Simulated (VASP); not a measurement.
B4Pd:

```
B Pd
1.0
    -2.23587    2.23587    2.23587
     2.23587   -2.23587    2.23587
     2.23587    2.23587   -2.23587
B Pd
4 1
Cartesian
  1.1179 1.1179 -1.1179
  1.1179 -1.1179 1.1179
  -1.1179 1.1179 1.1179
  1.1179 1.1179 1.1179
  0.0000 0.0000 0.0000
```

| Item | Value |
| --- | --- |
| Program | VASP 6.6.1 |
| Task | relaxation of cell and atoms |
| Functional | PBE |
| Potentials or basis | VASP PAW PBE potentials, release 64 (B, Pd) |
| Cutoff | 600 eV |
| k mesh | 6 × 6 × 6 |
| Occupations | gaussian, width 0.1 eV |
| Spin | no spin polarisation |

At the start: pressure 46.1 GPa; volume 8.94 Å³/atom.

Question: Where does the relaxation end?

Answer: Over 4 steps the energy falls by 207.9 meV/atom and the volume is 10.63 Å³/atom (+18.9 %); space group Im-3m (No. 229, to 0.05 Å).

Step by step:
```
step  energy change (eV)  largest force (eV/Å)  pressure (GPa)  volume (Å³)
   1              0.0000                0.0000           46.13        44.71
   2             -0.2323                0.0000          -20.25        63.53
   3             -1.0391                0.0000           -0.75        53.32
   4             -1.0396                0.0000           -0.14        53.14
```

Final structure:
```
B Pd
1.0
    -2.36839    2.36839    2.36839
     2.36839   -2.36839    2.36839
     2.36839    2.36839   -2.36839
B Pd
4 1
Cartesian
  1.1842 1.1842 -1.1842
  1.1842 -1.1842 1.1842
  -1.1842 1.1842 1.1842
  1.1842 1.1842 1.1842
  0.0000 0.0000 0.0000
```

Caveat: the volume moved by over 15 % at a fixed basis, so the end points are rough.
